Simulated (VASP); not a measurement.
Set up this calculation in VASP 6.6.1, as the native input.

- Task: single point
- Functional: PBE
- Potentials or basis: VASP PAW PBE potentials, release 64 (Ca_sv)
- Cutoff: 520 eV
- k mesh: 11 × 11 × 11
- Occupations: fermi-dirac, width 0.05 eV
- Spin: no spin polarisation
- Dipole correction: no
- Further INCAR settings: ALGO = Normal; EDIFF = 1e-06; NBANDS = 11

The structure of Ca lies in POSCAR:

```
Ca
1.0
    0.0000000000      2.8218671459      2.8218671459
    2.8218671459      0.0000000000      2.8218671459
    2.8218671459      2.8218671459      0.0000000000
Ca
1
Direct
    0.0000000000      0.0000000000      0.0000000000
```

This cell differs from its parent crystal: volume scaled by 1.03.

One way to write it, as run:

INCAR

```
PREC = Accurate ; ENCUT = 520
EDIFF = 1E-6 ; ISMEAR = -1
SIGMA = 0.05 ; LREAL = False
LASPH = True ; NELM = 60
ALGO = Normal ; ISIF = 2
LWAVE = False ; LCHARG = False
GGA = PE ; NBANDS = 11
```

KPOINTS

```
Automatic mesh
0
Gamma
  11 11 11
```

Potentials or basis: VASP PAW PBE potentials, release 64 (Ca_sv).

The run is started by

```bash
$ cat potpaw_PBE.64/Ca_sv/POTCAR > POTCAR
$ mpirun -np 1 vasp_std > vasp.out
```

Results of the run:

```
Pressure               : -1.0 GPa
Band gap on the k mesh : zero (band 5 reaches 1.89 eV, above the bottom of band 6 at 1.56 eV)
```

Wall time 23 s on 1 thread of Intel Xeon 6975P-C, on a shared host, peak memory 0.18 GiB.
